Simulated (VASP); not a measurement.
# Na (I4/mmm) in VASP: a series of runs, part 2 of 2

VASP 6.6.1. The steps go on from the part before.

## Step 4: Single point, LDA

File INCAR:

```
PREC = Accurate
ENCUT = 520
EDIFF = 1E-7
ISMEAR = 0
SIGMA = 0.15
LREAL = False
LASPH = True
NELM = 80
ALGO = Fast
ISIF = 2
LWAVE = False
LCHARG = False
NBANDS = 10
```

File KPOINTS:

```
Automatic mesh
0
Gamma
  20 20 20
```

File POSCAR:

```
Na
1.0
   -1.9141612958      1.9141612958      2.5664719178
    1.9141612958     -1.9141612958      2.5664719178
    1.9141612958      1.9141612958     -2.5664719178
Na
1
Direct
    0.0000000000      0.0000000000      0.0000000000
```

Potentials or basis: VASP PAW LDA potentials, release 64 (Na_pv).

Started as:

```
> cat potpaw_LDA.64/Na_pv/POTCAR > POTCAR
> mpirun -np 1 vasp_std > vasp.out
```

OUTCAR:

```text
PREC = Accurate
   ENCUT = 520
   EDIFF = 1E-7
   ISMEAR = 0
   LREAL = False
   LASPH = True
   NELM = 80
   ISIF = 2

 ion  position               nearest neighbor table
   1  0.000  0.000  0.000-

  LATTYP: Found a body centered tetragonal cell.
 ALAT       =     3.8283225916
 C/A-ratio  =     1.3407814291

  Lattice vectors:

 A1 = (  -1.9141612958,   1.9141612958,   2.5664719178)
 A2 = (   1.9141612958,  -1.9141612958,   2.5664719178)
 A3 = (   1.9141612958,   1.9141612958,  -2.5664719178)

Analysis of symmetry for initial positions (statically):
=====================================================================
 Subroutine PRICEL returns:
 Original cell was already a primitive cell.

 Routine SETGRP: Setting up the symmetry group for a
 body centered tetragonal supercell.

 Subroutine GETGRP returns: Found 16 space group operations
 (whereof 16 operations were pure point group operations)
 out of a pool of 16 trial point group operations.

The static configuration has the point symmetry D_4h.

Analysis of symmetry for dynamics (positions and initial velocities):
[... 164 lines left out ...]

 k-point     1 :       0.0000    0.0000    0.0000
  band No.  band energies     occupation
      1     -24.8330      2.00000
      2     -24.8329      2.00000
      3     -24.8329      2.00000
      4      -3.1327      2.00000
      5      11.0283      0.00000
      6      11.0283      0.00000
      7      11.2244      0.00000
      8      12.3433      0.00000
      9      12.5317      0.00000
     10      12.5559      0.00000
[... 287 lines left out ...]
 k-point    24 :      -0.3500    0.0500    0.0000
  band No.  band energies     occupation
      1     -24.8582      2.00000
      2     -24.8376      2.00000
      3     -24.8360      2.00000
      4      -1.3061      2.00000
      5       3.8878      0.00000
      6       9.5075      0.00000
      7      10.0247      0.00000
      8      10.8237      0.00000
      9      11.8223      0.00000
     10      12.5841      0.00000

 [... further k-points ...]

------------------------ aborting loop because EDIFF is reached ----------------------------------------

  FORCE on cell =-STRESS in cart. coord.  units (eV):
  Direction    XX          YY          ZZ          XY          YZ          ZX
  --------------------------------------------------------------------------------------
  -------------------------------------------------------------------------------------
  Total       -0.2121034     -0.2121034     -0.2034148      0.0000000      0.0000000      0.0000000
  in kB       -9.0345099     -9.0345099     -8.6644221      0.0000000      0.0000000      0.0000000
  external PRESSURE =      -8.9111473 kB  Pullay stress =       0.0000000 kB

 VOLUME and BASIS-vectors are now :
 -----------------------------------------------------------------------------
  energy-cutoff  :      520.00
  volume of cell :       37.61
      direct lattice vectors                 reciprocal lattice vectors
    -1.914161296  1.914161296  2.566471918     0.000000000  0.261211007  0.194819977
     1.914161296 -1.914161296  2.566471918     0.261211007  0.000000000  0.194819977
     1.914161296  1.914161296 -2.566471918     0.261211007  0.261211007  0.000000000

 POSITION                                       TOTAL-FORCE (eV/Angst)
 -----------------------------------------------------------------------------------
      0.00000      0.00000      0.00000         0.000000      0.000000      0.000000
 -----------------------------------------------------------------------------------
    total drift:                               -0.000000     -0.000000     -0.000000

  FREE ENERGIE OF THE ION-ELECTRON SYSTEM (eV)
  ---------------------------------------------------
  free  energy   TOTEN  =        -1.4442906440 eV

  energy  without entropy=       -1.4387992044  energy(sigma->0) =       -1.44154492
```

OSZICAR:

```text
N       E                     dE             d eps       ncg     rms          rms(c)
DAV:   1     0.280820401467E+02    0.28082E+02   -0.37585E+03 12828   0.574E+02
DAV:   2    -0.862763745139E+00   -0.28945E+02   -0.28809E+02 13298   0.147E+02
DAV:   3    -0.144092596150E+01   -0.57816E+00   -0.57776E+00 15408   0.229E+01
DAV:   4    -0.144570636486E+01   -0.47804E-02   -0.47800E-02 15184   0.208E+00
DAV:   5    -0.144577451745E+01   -0.68153E-04   -0.68152E-04 14682   0.244E-01    0.193E-01
RMM:   6    -0.144481389847E+01    0.96062E-03   -0.37318E-04 17265   0.219E-01    0.128E-01
RMM:   7    -0.144429500716E+01    0.51889E-03   -0.56429E-04 17647   0.213E-01    0.209E-02
RMM:   8    -0.144428657357E+01    0.84336E-05   -0.15644E-04 17193   0.210E-01    0.377E-03
RMM:   9    -0.144428996652E+01   -0.33930E-05   -0.29824E-05 19729   0.618E-02    0.266E-03
RMM:  10    -0.144429045194E+01   -0.48543E-06   -0.88895E-06 18200   0.502E-02    0.143E-03
RMM:  11    -0.144429057890E+01   -0.12695E-06   -0.28275E-06 19011   0.184E-02    0.392E-04
RMM:  12    -0.144429064401E+01   -0.65108E-07   -0.66401E-07 13118   0.116E-02
   1 F= -.14442906E+01 E0= -.14415449E+01  d E =-.549144E-02
```

It took 92 s on 1 thread of Intel Xeon 6975P-C (Granite Rapids), shared host; peak memory 0.28 GiB.

Results:

```yaml
Free_energy: -1.4443 eV
Pressure: -0.9 GPa
Band_gap_on_the_k_mesh: zero (an odd number of electrons rules out a gap without spin polarisation)
```

Levels at points of the mesh, in eV from the Fermi level:
```
           k point  band 1  band 2  band 3  band 4  band 5  band 6  band 7  band 8  band 9
(0.00, 0.00, 0.00)  -24.96  -24.96  -24.96   -3.26   10.90   10.90   11.10   12.21   12.40
(0.50, 0.00, 0.00)  -25.00  -24.97  -24.97    0.57    0.90    9.68   10.32   10.52   10.74
(0.50, 0.50, 0.00)  -24.99  -24.98  -24.97    1.57    2.10    6.41    7.17    7.23    9.01
(0.50, 0.50, 0.50)  -24.99  -24.98  -24.98    2.11    2.65    5.95    6.62    6.62    8.52
```

## Step 5: Single point, LDA

File INCAR:

```
  PREC = Accurate
  ENCUT = 520
  EDIFF = 1E-7
  ISMEAR = 0
  SIGMA = 0.15
  LREAL = False
  LASPH = True
  NELM = 60
  ALGO = Fast
  ISIF = 2
  LWAVE = False
  LCHARG = False
  GGA = CA
  NBANDS = 10
```

KPOINTS is that of step 4.

File POSCAR:

```
Na
1.0
   -2.0340999038      2.0340999038      2.2727361466
    2.0340999038     -2.0340999038      2.2727361466
    2.0340999038      2.0340999038     -2.2727361466
Na
1
Direct
    0.0000000000      0.0000000000      0.0000000000
```

Started as:

```
> cat potpaw_LDA.64/Na_pv/POTCAR > POTCAR
> mpirun -np 1 vasp_std > vasp.out
```

Run time: 78 s. Hardware: 1 thread of Intel Xeon 6975P-C (Granite Rapids), shared host; peak memory 0.28 GiB.

The run converged. Its results:

| Property | Result |
| --- | --- |
| Free energy | -1.4434 eV |
| Pressure | -0.9 GPa |
| Band gap on the k mesh | zero (an odd number of electrons rules out a gap without spin polarisation) |

Levels at points of the mesh, in eV from the Fermi level:
```csv
k point,band 1,band 2,band 3,band 4,band 5,band 6,band 7,band 8,band 9
"(0.00, 0.00, 0.00)",-24.96,-24.96,-24.96,-3.26,11.12,11.12,11.90,12.68,12.75
"(0.50, 0.00, 0.00)",-25.00,-24.97,-24.96,0.66,1.01,8.64,9.43,9.69,10.40
"(0.50, 0.50, 0.00)",-25.00,-24.98,-24.97,1.05,1.51,7.32,8.10,8.30,9.68
"(0.50, 0.50, 0.50)",-24.99,-24.99,-24.99,3.64,3.92,5.04,5.44,5.44,7.60
```

## Step 6: Single point, LDA

This run uses another cell than the first one, of the same volume but with other edges.

File INCAR:

```
  ALGO = Fast
  EDIFF = 1E-6
  ENCUT = 520
  GGA = CA
  ISIF = 2
  ISMEAR = 0
  LASPH = T
  LCHARG = F
  LREAL = F
  LWAVE = F
  NBANDS = 10
  NELM = 60
  PREC = Accurate
  SIGMA = 0.15
```

File KPOINTS:

```
k-points
0
Gamma
  20 20 20
```

File POSCAR:

```
Na
1.0
   -1.7301662026      1.7301662026      3.1413615914
    1.7301662026     -1.7301662026      3.1413615914
    1.7301662026      1.7301662026     -3.1413615914
Na
1
Direct
    0.0000000000      0.0000000000      0.0000000000
```

Potentials or basis: VASP PAW LDA potentials, release 64 (Na_pv).

Started as:

```
> cat potpaw_LDA.64/Na_pv/POTCAR > POTCAR
> mpirun -np 1 vasp_std > vasp.out
```

It took 91 s on 1 thread of Intel Xeon 6975P-C (Granite Rapids), shared host; peak memory 0.29 GiB.

It converged, with:

```yaml
Free_energy: -1.4245 eV
Pressure: -0.9 GPa
Band_gap_on_the_k_mesh: zero (an odd number of electrons rules out a gap without spin polarisation)
```

Stress tensor (GPa, compression positive):
```
-0.49  0.00  0.00
 0.00 -0.49  0.00
 0.00  0.00 -1.84
```

Levels at points of the mesh, in eV from the Fermi level:
```csv
k point,band 1,band 2,band 3,band 4,band 5,band 6,band 7,band 8
"(0.00, 0.00, 0.00)",-24.99,-24.99,-24.98,-3.25,10.65,10.78,11.62,11.75
"(0.50, 0.00, 0.00)",-25.03,-24.99,-24.98,0.66,1.02,8.04,8.08,11.90
"(0.50, 0.50, 0.00)",-25.03,-25.02,-24.99,2.66,3.15,5.96,6.24,6.67
"(0.50, 0.50, 0.50)",-25.01,-24.99,-24.99,0.44,0.70,7.77,8.95,8.95
```

## Step 7: Summary

| cell | further INCAR settings | gap on the mesh (eV) | pressure (GPa) |
| --- | --- | --- | --- |
| a = 3.681 Å, angles 114.4, 114.4, 100.0°, 1 atom | ALGO = Fast; EDIFF = 1e-07; NBANDS = 10 | none | -0.9 |
| a = 3.897 Å, angles 125.7, 125.7, 80.3°, 1 atom | ALGO = Fast; EDIFF = 1e-06; NBANDS = 10 | none | -1.0 |
| a = 3.730 Å, angles 118.3, 118.3, 93.1°, 1 atom | ALGO = Fast; EDIFF = 1e-07; NBANDS = 10 | none | -0.9 |
| a = 3.666 Å, angles 112.6, 112.6, 103.4°, 1 atom | ALGO = Fast; EDIFF = 1e-07; NBANDS = 10 | none | -0.9 |
| a = 3.982 Å, angles 128.5, 128.5, 75.8°, 1 atom | ALGO = Fast; EDIFF = 1e-06; NBANDS = 10 | none | -0.9 |

Alike in all rows: task single point; level LDA; potentials or basis VASP PAW LDA potentials, release 64 (Na_pv); no spin polarisation; k mesh 20 × 20 × 20; cutoff (eV) 520; smearing gaussian 0.15 eV.

Total energies depend on the potentials used, so only differences within one code and one set of settings carry meaning.
